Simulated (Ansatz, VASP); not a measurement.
**Au: VASP beside Ansatz**

File INCAR:

```
PREC = Accurate
ENCUT = 520
EDIFF = 1E-6
ISMEAR = 0
SIGMA = 0.15
LREAL = F
LASPH = T
NELM = 100
ALGO = Fast
ISIF = 2
LWAVE = F
LCHARG = F
GGA = PE
NBANDS = 42
```

File KPOINTS:

```
regular mesh
0
Gamma
  18 18 4
```

The input POSCAR:

```
Au
1.0
    2.0455000000     -2.0455000000      0.0000000000
    2.0455000000      0.0000000000     -2.0455000000
    8.0087949192      8.0087949192      8.0087949192
Au
6
Direct
    0.6666666667      0.6666666667      0.0851185445
    0.0000000000      0.0000000000      0.9364742606
    0.3333333333      0.3333333333      0.2553896877
    0.6666666667      0.6666666667      0.5959319741
    0.0000000000      0.0000000000      0.4256608309
    0.3333333333      0.3333333333      0.7662031173
```

Input for Ansatz:

```yaml
crystal:
  lattice:
    - [2.0455, -2.0455, 0.0]
    - [2.0455, 0.0, -2.0455]
    - [8.0087949192, 8.0087949192, 8.0087949192]
  atoms:
    - { symbol: Au, position: [0.6666666667, 0.6666666667, 0.0851185445] }
    - { symbol: Au, position: [0.0, 0.0, 0.9364742606] }
    - { symbol: Au, position: [0.3333333333, 0.3333333333, 0.2553896877] }
    - { symbol: Au, position: [0.6666666667, 0.6666666667, 0.5959319741] }
    - { symbol: Au, position: [0.0, 0.0, 0.4256608309] }
    - { symbol: Au, position: [0.3333333333, 0.3333333333, 0.7662031173] }
basis:
  ecutwfc: 420
kpoints:
  mp_grid: { grid: [18, 18, 4] }
hamiltonian:
  xc: pbe
scf:
  occupations: { method: gaussian, width: 0.15 }
output:
  forces: true
  stress: true
  eigenvalues: true
```

Alike in both runs: task single point; functional PBE; k mesh 18 × 18 × 4; occupations gaussian, width 0.15 eV; no spin polarisation.

|  | VASP | Ansatz |
| --- | --- | --- |
| version | VASP 6.6.1 | Ansatz 0.2.0 |
| potentials or method | VASP PAW PBE potentials, release 64 (Au), cutoff 520 eV | scalar-relativistic, plane waves, PAW |
| valence electrons in the cell | 66 | 114 |

VASP gave:

| Property | Result |
| --- | --- |
| gap on the k mesh at the Fermi level (eV) | none |
| pressure (GPa) | 13.6 |
| traceless stress, the component that is largest in VASP (GPa) | 0.85 |
| rms of the force components (eV/Å) | 0.792 |

Problem. Estimate Ansatz's values.

Solution. gap on the k mesh at the Fermi level (eV): none; pressure (GPa): 13.9; traceless stress, the component that is largest in VASP (GPa): 0.86; rms of the force components (eV/Å): 0.796.

Atom by atom the forces differ by 0.004 eV/Å (rms over components). A gap of «none» marks a metal or a gap that the smearing closes. With one functional, cell and mesh, what is left measures potentials, basis and numerics. VASP's potentials hold 66 valence electrons a cell and Ansatz's 114, so a difference there can come from the potentials and not from the codes.

Spin-orbit coupling is off throughout.
